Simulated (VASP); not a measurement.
Crystal: Sb4P.

```
Sb P
1.0
    -2.50244    2.50244    4.89983
     2.50244   -2.50244    4.89983
     2.50244    2.50244   -4.89983
Sb P
4 1
Direct
  0.23700 0.23700 0.00000
  0.76300 0.76300 0.00000
  0.50000 0.00000 0.50000
  0.00000 0.50000 0.50000
  0.00000 0.00000 0.00000
```

The cell was generated, and may not be a known phase.

- Program: VASP 6.6.1
- Task: relaxation of cell and atoms
- Functional: PBE
- Potentials or basis: VASP PAW PBE potentials, release 64 (Sb, P)
- Cutoff: 600 eV
- k mesh: 6 × 6 × 6
- Occupations: gaussian, width 0.1 eV
- Spin: no spin polarisation

At the start: pressure 14.9 GPa; volume 24.55 Å³/atom.

Problem. Where does the relaxation end?

Solution. Over 24 steps the energy falls by 602.8 meV/atom and the volume is 26.88 Å³/atom (+9.5 %); space group I4/mmm (No. 139, to 0.1 Å) before and after.

The path:
| step | energy change (eV) | largest force (eV/Å) | pressure (GPa) | volume (Å³) |
| --- | --- | --- | --- | --- |
| 1 | 0.0000 | 4.0280 | 14.85 | 122.73 |
| 2 | -0.9783 | 0.4585 | -6.21 | 167.71 |
| 3 | -1.4005 | 1.1485 | -1.58 | 148.09 |
| 4 | -1.4008 | 1.1784 | -1.39 | 147.55 |
| 5 | -1.6067 | 1.2407 | -1.15 | 144.53 |
| 6 | -2.1753 | 1.2964 | 0.59 | 135.50 |
| 7 | -2.5141 | 0.4705 | 10.31 | 117.46 |
| 8 | -2.5678 | 1.2480 | 4.97 | 124.91 |
| 9 | -2.5996 | 1.2067 | 6.65 | 122.17 |
| 10 | -2.5679 | 0.8096 | 9.01 | 118.96 |
| 11 | -2.5984 | 1.0673 | 7.63 | 120.74 |
| 12 | -2.6702 | 0.8318 | 7.28 | 121.16 |
| 13 | -2.7865 | 0.0588 | 6.55 | 122.39 |
| 14 | -2.7907 | 0.1512 | 6.46 | 122.69 |
| 15 | -2.8716 | 0.0694 | 4.95 | 124.86 |
| 16 | -2.9989 | 0.1409 | 1.11 | 131.51 |
| 17 | -3.0066 | 0.1943 | 0.14 | 133.54 |
| 18 | -3.0066 | 0.1997 | 0.04 | 133.76 |
| 19 | -3.0081 | 0.1815 | 0.04 | 133.78 |
| 20 | -3.0113 | 0.1283 | 0.04 | 133.83 |
| 21 | -3.0129 | 0.0306 | 0.07 | 133.94 |
| 22 | -3.0131 | 0.0525 | 0.06 | 133.92 |
| 23 | -3.0135 | 0.0409 | 0.02 | 134.04 |
| 24 | -3.0138 | 0.0064 | -0.11 | 134.39 |

Final structure:
```yaml
crystal:
  lattice:
    - [-2.75268, 2.75268, 4.43415]
    - [2.75268, -2.75268, 4.43415]
    - [2.75268, 2.75268, -4.43415]
  atoms:
    - { symbol: Sb, position: [0.31733, 0.31733, 0.00000] }
    - { symbol: Sb, position: [0.68267, 0.68267, 0.00000] }
    - { symbol: Sb, position: [0.50000, 0.00000, 0.50000] }
    - { symbol: Sb, position: [0.00000, 0.50000, 0.50000] }
    - { symbol: P, position: [0.00000, 0.00000, 0.00000] }
```
